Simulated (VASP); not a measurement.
Here is a VASP 6.6.1 calculation.

File INCAR:

```
PREC     = Accurate       # precision mode
ENCUT    = 520            # plane-wave cutoff, eV
EDIFF    = 1E-6           # SCF threshold, eV
ISMEAR   = 0              # smearing method
SIGMA    = 0.15           # smearing width, eV
LREAL    = F              # projectors in reciprocal space
LASPH    = T              # aspherical terms in the spheres
NELM     = 150            # most SCF steps
ALGO     = Normal         # electronic algorithm
ISIF     = 2              # what is computed and relaxed
LWAVE    = F              # write WAVECAR
LCHARG   = F              # write CHGCAR
ISPIN    = 2              # spin polarisation
MAGMOM   = 0.5 0.5        # initial moments
LORBIT   = 11             # projections on sites
NUPDOWN  = 1.0            # fixed moment
LMAXMIX  = 4              # l up to which the mixer works
NBANDS   = 26             # bands
```

KPOINTS

```
Automatic mesh
0
Gamma
  21 21 12
```

Contents of POSCAR:

```
Rh
1.0
    2.4993152817      0.0000000000      0.0000000000
   -1.2496576408      2.1644705261      0.0000000000
    0.0000000000      0.0000000000      4.0242569993
Rh
2
Direct
    0.6666666667      0.3333333333      0.7500000000
    0.3333333333      0.6666666667      0.2500000000
```

Potentials or basis: VASP PAW LDA potentials, release 64 (Rh_pv).

Launch:

```console
$ cat potpaw_LDA.64/Rh_pv/POTCAR > POTCAR
$ mpirun -np 1 vasp_std > vasp.out
```

Q: Predict the pressure.

A: 107.3 GPa.

Stress tensor (GPa, compression positive):
```
106.00   0.00   0.00
  0.00 106.00   0.00
  0.00   0.00 109.91
```

Caveat: the total moment is fixed, so each spin has its own Fermi level.
